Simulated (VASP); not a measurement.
# Mo2Cl (P4/nmm) in VASP: notebook

The runs below take Mo2Cl through single point, with PBE.

All numbers are computed with VASP 6.6.1; they aren't measurements. Logs are shortened: lines on timing, memory, paths and dates and some standing lists are left out, and cuts for length are marked.

## Step 1: The cell of the first run

It takes space group P4/nmm (No. 129, tetragonal). Conventional cell: a = 3.118 Å, b = 3.118 Å, c = 11.976 Å, α = 90.00°, β = 90.00°, γ = 90.00°. Within 3.5 Å of Mo (site symmetry 4mm) lie 9 Mo at 2.68 to 3.12 Å and 4 Cl at 2.80 Å. Mo (site symmetry 4mm) has 13 Mo at 2.68 to 3.12 Å and 1 Cl at 3.26 Å within 3.5 Å. Within 3.7 Å of Cl (site symmetry 4mm) lie 5 Mo at 2.80 to 3.26 Å and 4 Cl at 3.12 Å.

## Step 2: Single point, PBE

INCAR

```
SYSTEM = Mo2Cl
  ALGO = Normal
  EDIFF = 1E-6
  ENCUT = 520
  GGA = PE
  ISIF = 2
  ISMEAR = 0
  LASPH = .True.
  LCHARG = .False.
  LREAL = .False.
  LWAVE = .False.
  NBANDS = 44
  NELM = 60
  PREC = Accurate
  SIGMA = 0.1
```

KPOINTS

```
k-points
0
Gamma
  10 10 4
  0 0 0
```

POSCAR

```
Mo2Cl
1.0
    3.1180037137      0.0000000000      0.0000000000
    0.0000000000      3.1180037137      0.0000000000
    0.0000000000      0.0000000000     11.9755142513
Mo Cl
4 2
Direct
    0.5000000000      0.0000000000      0.8059667801
    0.0000000000      0.5000000000      0.9339273089
    0.0000000000      0.5000000000      0.1940332199
    0.5000000000      0.0000000000      0.0660726911
    0.0000000000      0.5000000000      0.6613766350
    0.5000000000      0.0000000000      0.3386233650
```

Potentials or basis: VASP PAW PBE potentials, release 64 (Mo_sv, Cl).

Started as:

```sh
$ cat potpaw_PBE.64/Mo_sv/POTCAR potpaw_PBE.64/Cl/POTCAR > POTCAR
$ mpirun -np 1 vasp_std > vasp.out
```

OUTCAR:

```text
SYSTEM = Mo2Cl
   EDIFF = 1E-6
   ENCUT = 520
   GGA = PE
   ISIF = 2
   ISMEAR = 0
   LASPH = .True.
   LREAL = .False.
   NELM = 60
   PREC = Accurate

 ion  position               nearest neighbor table
   1  0.500  0.000  0.806-   2 2.68   2 2.68   2 2.68   2 2.68   5 2.80   5 2.80   5 2.80   5 2.80
                             4 3.11
   2  0.000  0.500  0.934-   1 2.68   1 2.68   1 2.68   1 2.68   4 2.71   4 2.71   4 2.71   4 2.71
                             3 3.11
   3  0.000  0.500  0.194-   4 2.68   4 2.68   4 2.68   4 2.68   6 2.80   6 2.80   6 2.80   6 2.80
                             2 3.11
   4  0.500  0.000  0.066-   3 2.68   3 2.68   3 2.68   3 2.68   2 2.71   2 2.71   2 2.71   2 2.71
                             1 3.11
   5  0.000  0.500  0.661-   1 2.80   1 2.80   1 2.80   1 2.80
   6  0.500  0.000  0.339-   3 2.80   3 2.80   3 2.80   3 2.80

  LATTYP: Found a simple tetragonal cell.
 ALAT       =     3.1180037137
 C/A-ratio  =     3.8407633059

  Lattice vectors:

 A1 = (   3.1180037137,   0.0000000000,   0.0000000000)
 A2 = (   0.0000000000,   3.1180037137,   0.0000000000)
 A3 = (   0.0000000000,   0.0000000000,  11.9755142513)

Analysis of symmetry for initial positions (statically):
=====================================================================
 Subroutine PRICEL returns:
 Original cell was already a primitive cell.

 Routine SETGRP: Setting up the symmetry group for a
 simple tetragonal supercell.

 Subroutine GETGRP returns: Found 16 space group operations
 (whereof  8 operations were pure point group operations)
 out of a pool of 16 trial point group operations.

The static configuration has the point symmetry D_2d.
 The point group associated with its full space group is D_4h.

Analysis of symmetry for dynamics (positions and initial velocities):
=====================================================================
 Subroutine PRICEL returns:
 Original cell was already a primitive cell.

 Routine SETGRP: Setting up the symmetry group for a
 simple tetragonal supercell.

 Subroutine GETGRP returns: Found 16 space group operations
 (whereof  8 operations were pure point group operations)
 out of a pool of 16 trial point group operations.

The dynamic configuration has the point symmetry D_2d.
 The point group associated with its full space group is D_4h.

 Subroutine INISYM returns: Found 16 space group operations
 (whereof  8 operations are pure point group operations),
 and found     1 'primitive' translations

----------------------------------------------------------------------------------------

                                     Primitive cell

  volume of cell :     116.4253

  direct lattice vectors                    reciprocal lattice vectors
     3.118003714  0.000000000  0.000000000     0.320718027  0.000000000  0.000000000
     0.000000000  3.118003714  0.000000000     0.000000000  0.320718027  0.000000000
     0.000000000  0.000000000 11.975514251     0.000000000  0.000000000  0.083503721

  length of vectors
     3.118003714  3.118003714 11.975514251     0.320718027  0.320718027  0.083503721

  position of ions in fractional coordinates (direct lattice)
     0.500000000  0.000000000  0.805966780
     0.000000000  0.500000000  0.933927309
     0.000000000  0.500000000  0.194033220
     0.500000000  0.000000000  0.066072691
     0.000000000  0.500000000  0.661376635
     0.500000000  0.000000000  0.338623365

  ion indices of the primitive-cell ions
   primitive index   ion index
                 1           1
                 2           2
                 3           3
                 4           4
                 5           5
                 6           6

----------------------------------------------------------------------------------------

 KPOINTS: k-points

Automatic generation of k-mesh.
 Grid dimensions read from file:
 generate k-points for:   10   10    4

 Generating k-lattice:

  Cartesian coordinates                     Fractional coordinates (reciprocal lattice)
     0.032071803  0.000000000  0.000000000     0.100000000  0.000000000  0.000000000
     0.000000000  0.032071803  0.000000000     0.000000000  0.100000000  0.000000000
     0.000000000  0.000000000  0.020875930     0.000000000  0.000000000  0.250000000

  Length of vectors
     0.032071803  0.032071803  0.020875930

  Shift w.r.t. Gamma in fractional coordinates (k-lattice)
     0.000000000  0.000000000  0.000000000

 Subroutine IBZKPT returns following result:
 ===========================================

 Found     63 irreducible k-points:

 Following reciprocal coordinates:
            Coordinates               Weight
  0.000000  0.000000  0.000000      1.000000
  0.100000  0.000000  0.000000      4.000000
  0.200000  0.000000  0.000000      4.000000
  0.300000  0.000000  0.000000      4.000000
  0.400000  0.000000  0.000000      4.000000
  0.500000  0.000000  0.000000      2.000000
[... 16 lines left out ...]
  0.100000  0.000000  0.250000      8.000000
  0.200000  0.000000  0.250000      8.000000
 [... further k-points ...]
   k-points           NKPTS =     63   k-points in BZ     NKDIM =     63   number of bands    NBANDS=     44
   number of dos      NEDOS =    301   number of ions     NIONS =      6
   total plane-waves  NPLWV =  51840
   dimension x,y,z NGX =    24 NGY =   24 NGZ =   90
   dimension x,y,z NGXF=    48 NGYF=   48 NGZF=  180
   ions per type =               4   2
   NGX,Y,Z   is equivalent  to a cutoff of  12.80, 12.80, 12.49 a.u.
   NGXF,Y,Z  is equivalent  to a cutoff of  25.59, 25.59, 24.99 a.u.
 SYSTEM =  Mo2Cl
   PREC   = accura    normal or accurate (medium, high low for compatibility)
   ISTART =      0    job   : 0-new  1-cont  2-samecut
   ICHARG =      2    charge: 1-file 2-atom 10-const
   ISPIN  =      1    spin polarized calculation?
   LNONCOLLINEAR =      F non collinear calculations
   LSORBIT =      F    spin-orbit coupling
   LASPH  =      T    aspherical Exc in radial PAW
   ENCUT  =  520.0 eV  38.22 Ry    6.18 a.u.   5.80  5.80 22.27*2*pi/ulx,y,z
   NELM   =     60;   NELMIN=  2; NELMDL= -5     # of ELM steps
   EDIFF  = 0.1E-05   stopping-criterion for ELM
   LREAL  =      F    real-space projection
   EDIFFG = 0.1E-04   stopping-criterion for IOM
   NSW    =      0    number of steps for IOM
   IBRION =     -1    ionic relax: 0-MD 1-quasi-New 2-CG
   NFREE  =      0    steps in history (QN), initial steepest desc. (CG)
   ISIF   =      2    stress and relaxation
   ISYM   =      2    0-nonsym 1-usesym 2-fastsym
   POTIM  = 0.5000    time-step for ionic-motion
   TEBEG  =    0.0;   TEEND  =   0.0 temperature during run
   PSTRESS=    0.0 pullay stress
   NELECT =      70.0000    total number of electrons
   NUPDOWN=      -1.0000    fix difference up-down
   EMIN   =  10.00;   EMAX   =-10.00  energy-range for DOS
   EFERMI =   0.00;   METHOD = LEGACY
   ISMEAR =     0;   SIGMA  =   0.10  broadening in eV -4-tet -1-fermi 0-gaus
   EFERMI_NEDOS =   21; number of points for ismear=-14 and -15
   IALGO  =     38    algorithm
   IMIX   =      4    mixing-type and parameters
     AMIX     =   0.40;   BMIX     =  1.00
     AMIX_MAG =   1.60;   BMIX_MAG =  1.00
  volume/ion in A,a.u.               =      19.40       130.95
  Fermi-wavevector in a.u.,A,eV,Ry     =   1.381736  2.611102 25.976162  1.909194
  Thomas-Fermi vector in A             =   2.506493
   LORBIT       =      0    0 simple, 1 ext, 2 COOP (PROOUT), +10 PAW based schemes
   GGA     = PE    functional components
   LHFCALC =     F    Hartree Fock is set to
   AEXX    =    0.0000 exact exchange contribution
   IVDW    =     0    specifies the selected vdW correction
   LEPSILON=     F    determine dielectric tensor
   LRPA    =     F    only Hartree local field effects (RPA)
 non-spin polarized calculation
 Gauss-broadening in eV      SIGMA  =   0.10
  energy-cutoff  :      520.00
  volume of cell :      116.43
 maximum number of plane-waves:      3176
 NGX is ok and might be reduce to    24
   NGX = 11   NGY = 11   NGZ = 45

 number of electron      69.9999997 magnetization

 Free energy of the ion-electron system (eV)
  ---------------------------------------------------
  ext. energy  EPLUGINS =         0.00000000
  ---------------------------------------------------
  free energy    TOTEN  =       -47.31034461 eV

  energy without entropy =      -47.28172497  energy(sigma->0) =      -47.29603479

 E-fermi :   7.5645     XC(G=0): -10.9000

 val. band max:        7.5555286129   @ k =   0.5000   0.2000   0.5000
 cond. band min:       7.5734861707   @ k =   0.4000   0.2000   0.2500
 fundamental gap:      0.0179575578
 Fermi energy:         7.5645248351

 k-point     1 :       0.0000    0.0000    0.0000
  band No.  band energies     occupation
      1     -53.4935      2.00000
      2     -53.4309      2.00000
      3     -53.2075      2.00000
      4     -53.0286      2.00000
      5     -27.7607      2.00000
      6     -27.7099      2.00000
[... 36 lines left out ...]
     43       9.9395      0.00000
     44      10.8812      0.00000

 k-point     2 :       0.1000    0.0000    0.0000
  band No.  band energies     occupation
      1     -53.4829      2.00000
      2     -53.4251      2.00000
      3     -53.2079      2.00000
      4     -53.0359      2.00000
      5     -27.7881      2.00000
      6     -27.7701      2.00000
[... 36 lines left out ...]
     43      10.0503      0.00000
     44      10.4293      0.00000

 k-point     3 :       0.2000    0.0000    0.0000
  band No.  band energies     occupation
      1     -53.4538      2.00000
      2     -53.4095      2.00000
      3     -53.2087      2.00000
      4     -53.0573      2.00000
      5     -27.8940      2.00000
      6     -27.8431      2.00000
[... 976 lines left out ...]
     43      10.0071      0.00000
     44      10.4299      0.00000

 k-point    24 :       0.2000    0.0000    0.2500
  band No.  band energies     occupation
      1     -53.4538      2.00000
      2     -53.4095      2.00000
      3     -53.2087      2.00000
      4     -53.0573      2.00000
      5     -27.8940      2.00000
      6     -27.8431      2.00000
[... 36 lines left out ...]
     43       9.7901      0.00000
     44      10.1721      0.00000

 [... further k-points ...]

------------------------ aborting loop because EDIFF is reached ----------------------------------------

  FORCE on cell =-STRESS in cart. coord.  units (eV):
  Direction    XX          YY          ZZ          XY          YZ          ZX
  --------------------------------------------------------------------------------------
  -------------------------------------------------------------------------------------
  Total        0.1401769      0.1401769      0.0946341      0.0000000      0.0000000      0.0000000
  in kB        1.9290324      1.9290324      1.3022992      0.0000000      0.0000000      0.0000000
  external PRESSURE =       1.7201214 kB  Pullay stress =       0.0000000 kB

 VOLUME and BASIS-vectors are now :
 -----------------------------------------------------------------------------
  energy-cutoff  :      520.00
  volume of cell :      116.43
      direct lattice vectors                 reciprocal lattice vectors
     3.118003714  0.000000000  0.000000000     0.320718027  0.000000000  0.000000000
     0.000000000  3.118003714  0.000000000     0.000000000  0.320718027  0.000000000
     0.000000000  0.000000000 11.975514251     0.000000000  0.000000000  0.083503721

 POSITION                                       TOTAL-FORCE (eV/Angst)
 -----------------------------------------------------------------------------------
      1.55900      0.00000      9.65187        -0.000000      0.000000     -0.016008
      0.00000      1.55900     11.18426         0.000000      0.000000     -0.001081
      0.00000      1.55900      2.32365         0.000000     -0.000000      0.016008
      1.55900      0.00000      0.79125        -0.000000      0.000000      0.001081
      0.00000      1.55900      7.92033         0.000000     -0.000000     -0.005794
      1.55900      0.00000      4.05519         0.000000      0.000000      0.005794
 -----------------------------------------------------------------------------------
    total drift:                                0.000000      0.000000     -0.000000

  FREE ENERGIE OF THE ION-ELECTRON SYSTEM (eV)
  ---------------------------------------------------
  free  energy   TOTEN  =       -47.3103446148 eV

  energy  without entropy=      -47.2817249675  energy(sigma->0) =      -47.29603479
```

Wall time 2.4 min (1 thread of Intel Xeon 6975P-C (Granite Rapids), shared host); peak memory 0.36 GiB.

What came out:

```
Free energy            : -47.3103 eV
Pressure               : 0.2 GPa
Largest force          : 0.016 eV/Å
Band gap on the k mesh : zero (bands 35 and 36 overlap by 1.48 eV)
```

Forces on the atoms (eV/Å):
```
Mo   0.000  0.000 -0.016
Mo   0.000  0.000 -0.001
Mo   0.000  0.000  0.016
Mo   0.000  0.000  0.001
Cl   0.000  0.000 -0.006
Cl   0.000  0.000  0.006
```

Levels at points of the mesh, in eV from the Fermi level:
| k point | band 32 | band 33 | band 34 | band 35 | band 36 | band 37 | band 38 | band 39 |
| --- | --- | --- | --- | --- | --- | --- | --- | --- |
| (0.00, 0.00, 0.00) | -1.02 | -1.02 | -0.74 | -0.22 | -0.22 | 0.37 | 0.87 | 1.32 |
| (0.50, 0.00, 0.00) | -1.61 | -0.45 | -0.45 | 0.26 | 0.26 | 1.11 | 1.11 | 1.92 |
| (0.50, 0.50, 0.00) | -0.48 | -0.40 | -0.40 | 1.20 | 1.20 | 2.41 | 2.41 | 2.65 |
| (0.00, 0.00, 0.50) | -1.02 | -1.02 | -0.74 | -0.22 | -0.22 | 0.37 | 0.87 | 1.32 |
| (0.50, 0.00, 0.50) | -1.62 | -0.44 | -0.44 | 0.25 | 0.25 | 1.11 | 1.11 | 1.92 |
| (0.50, 0.50, 0.50) | -0.46 | -0.41 | -0.41 | 1.21 | 1.21 | 2.41 | 2.41 | 2.63 |

Caveat: this functional lacks dispersion, which binds layers or chains, so the pressure and a relaxed spacing across them are unreliable.

## Step 3: Single point, PBE

INCAR

```
PREC = Accurate
ENCUT = 520
EDIFF = 1E-6
ISMEAR = 0
SIGMA = 0.1
LREAL = F
LASPH = T
NELM = 80
ALGO = Normal
ISIF = 2
LWAVE = F
LCHARG = T
GGA = PE
LELF = T
LVHAR = T
NBANDS = 44
```

KPOINTS

```
regular mesh
0
Gamma
  10 10 4
```

POSCAR

```
Mo2Cl
1.0
    3.1180112182      0.0000000000      0.0000000000
    0.0000000000      3.1180112182      0.0000000000
    0.0000000000      0.0000000000     11.9755842848
Mo Cl
4 2
Direct
    0.5000000000      0.0000000000      0.8060248391
    0.0000000000      0.5000000000      0.9339568335
    0.0000000000      0.5000000000      0.1939751609
    0.5000000000      0.0000000000      0.0660431665
    0.0000000000      0.5000000000      0.6614605230
    0.5000000000      0.0000000000      0.3385394770
```

Potentials or basis: VASP PAW PBE potentials, release 64 (Mo_sv, Cl).

Started as:

```sh
$ cat potpaw_PBE.64/Mo_sv/POTCAR potpaw_PBE.64/Cl/POTCAR > POTCAR
$ mpirun -np 1 vasp_std > vasp.out
```

Run time: 2.3 min. Hardware: 1 thread of Intel Xeon 6975P-C (Granite Rapids), shared host; peak memory 0.36 GiB.

It converged, with:

| Item | Value |
| --- | --- |
| Free energy | -47.3103 eV |
| Pressure | 0.2 GPa |
| Largest force | 0.020 eV/Å |
| Band gap on the k mesh | zero (bands 35 and 36 overlap by 1.48 eV) |

Forces on the atoms (eV/Å):
```
Mo   0.000  0.000 -0.020
Mo   0.000  0.000 -0.005
Mo   0.000  0.000  0.020
Mo   0.000  0.000  0.005
Cl   0.000  0.000 -0.008
Cl   0.000  0.000  0.008
```

Levels at points of the mesh, in eV from the Fermi level:
```csv
k point,band 33,band 34,band 35,band 36,band 37,band 38
"(0.00, 0.00, 0.00)",-1.02,-0.74,-0.22,-0.22,0.37,0.87
"(0.50, 0.00, 0.00)",-0.45,-0.45,0.27,0.27,1.12,1.12
"(0.50, 0.50, 0.00)",-0.39,-0.39,1.20,1.20,2.41,2.41
"(0.00, 0.00, 0.50)",-1.02,-0.74,-0.22,-0.22,0.37,0.87
"(0.50, 0.00, 0.50)",-0.45,-0.45,0.26,0.26,1.12,1.12
"(0.50, 0.50, 0.50)",-0.41,-0.41,1.21,1.21,2.41,2.41
```

Caveat: this functional lacks dispersion, which binds layers or chains, so the pressure and a relaxed spacing across them are unreliable.

## Step 4: Single point, PBE (19.99 Å³/atom)

This run uses another cell than the first one, of 19.99 Å³/atom.

INCAR

```
SYSTEM = Mo2Cl
PREC = Accurate ; ENCUT = 520
EDIFF = 1E-6 ; ISMEAR = 0
SIGMA = 0.1 ; LREAL = .FALSE.
LASPH = .TRUE. ; NELM = 80
ALGO = Normal ; ISIF = 2
LWAVE = .FALSE. ; LCHARG = .FALSE.
GGA = PE ; NBANDS = 44
```

KPOINTS

```
regular mesh
0
G
  10 10 4
  0 0 0
```

POSCAR

```
Mo2Cl
1.0
    3.1186026369      0.0000000000      0.0000000000
    0.0000000000      3.1186026369      0.0000000000
    0.0000000000      0.0000000000     12.3300423796
Mo Cl
4 2
Direct
    0.5000000000      0.0000000000      0.8116228676
    0.0000000000      0.5000000000      0.9358348103
    0.0000000000      0.5000000000      0.1883771324
    0.5000000000      0.0000000000      0.0641651897
    0.0000000000      0.5000000000      0.6711460076
    0.5000000000      0.0000000000      0.3288539924
```

Started as:

```sh
$ cat potpaw_PBE.64/Mo_sv/POTCAR potpaw_PBE.64/Cl/POTCAR > POTCAR
$ mpirun -np 1 vasp_std > vasp.out
```

It took 2.2 min on 1 thread of Intel Xeon 6975P-C (Granite Rapids), shared host; peak memory 0.38 GiB.

It converged, with:

* Free energy: -47.3096 eV
* Pressure: 0.1 GPa
* Largest force: 0.020 eV/Å
* Band gap on the k mesh: zero (bands 35 and 36 overlap by 1.48 eV)

Forces in eV/Å, atoms in the order of the input:
```
Mo   0.000  0.000 -0.020
Mo   0.000  0.000 -0.005
Mo   0.000  0.000  0.020
Mo   0.000  0.000  0.005
Cl   0.000  0.000 -0.007
Cl   0.000  0.000  0.007
```

Levels at points of the mesh, in eV from the Fermi level:
```csv
k point,band 33,band 34,band 35,band 36,band 37,band 38
"(0.00, 0.00, 0.00)",-1.02,-0.75,-0.22,-0.22,0.37,0.87
"(0.50, 0.00, 0.00)",-0.45,-0.45,0.27,0.27,1.12,1.12
"(0.50, 0.50, 0.00)",-0.40,-0.40,1.20,1.20,2.41,2.41
"(0.00, 0.00, 0.50)",-1.02,-0.75,-0.22,-0.22,0.37,0.87
"(0.50, 0.00, 0.50)",-0.45,-0.45,0.26,0.26,1.12,1.12
"(0.50, 0.50, 0.50)",-0.40,-0.40,1.21,1.21,2.41,2.41
```

Caveat: this functional lacks dispersion, which binds layers or chains, so the pressure and a relaxed spacing across them are unreliable.

[end of part 1 of 2]

The gap in the log of VASP goes by the Fermi energy; the results here count the filled bands.